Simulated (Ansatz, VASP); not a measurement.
**Two plane-wave programs on Zn**

File INCAR:

```
ALGO = Normal
EDIFF = 1E-6
ENCUT = 520
GGA = PE
ISIF = 2
ISMEAR = 0
LASPH = True
LCHARG = False
LREAL = False
LWAVE = False
NBANDS = 19
NELM = 60
PREC = Accurate
SIGMA = 0.1
```

KPOINTS

```
k-points
0
Gamma
  6 6 4
```

File POSCAR:

```
Zn
1.0
    2.4005715752     -1.6893052155      0.0000000000
    2.4005715752      1.6893052155      0.0000000000
    0.0000000000      0.0000000000      4.8058582228
Zn
2
Direct
    0.7498240020      0.2501759980      0.2500000000
    0.2501759980      0.7498240020      0.7500000000
```

Input for Ansatz:

```yaml
crystal:
  lattice:
    - [2.4005715752, -1.6893052155, 0.0]
    - [2.4005715752, 1.6893052155, 0.0]
    - [0.0, 0.0, 4.8058582228]
  atoms:
    - { symbol: Zn, position: [0.749824002, 0.250175998, 0.25] }
    - { symbol: Zn, position: [0.250175998, 0.749824002, 0.75] }
basis:
  ecutwfc: 420
kpoints:
  mp_grid: { grid: [6, 6, 4] }
hamiltonian:
  xc: pbe
scf:
  occupations: { method: gaussian, width: 0.1 }
output:
  forces: true
  stress: true
  eigenvalues: true
```

Alike in both runs: task single point; functional PBE; k mesh 6 × 6 × 4; occupations gaussian, width 0.1 eV; no spin polarisation.

|  | VASP | Ansatz |
| --- | --- | --- |
| version | VASP 6.6.1 | Ansatz 0.2.0 |
| potentials or method | VASP PAW PBE potentials, release 64 (Zn), cutoff 520 eV | scalar-relativistic, plane waves, PAW |
| valence electrons in the cell | 24 | 24 |

Ansatz gave:

* gap on the k mesh at the Fermi level (eV): none
* pressure (GPa): -7.3
* traceless stress, the component that is largest in VASP (GPa): 1.02

Q: Which values does VASP return?

A: gap on the k mesh at the Fermi level (eV): none; pressure (GPa): -7.2; traceless stress, the component that is largest in VASP (GPa): 1.02.

A gap of «none» marks a metal or a gap that the smearing closes.

The k mesh is coarse, so the values compare programs but aren't converged.
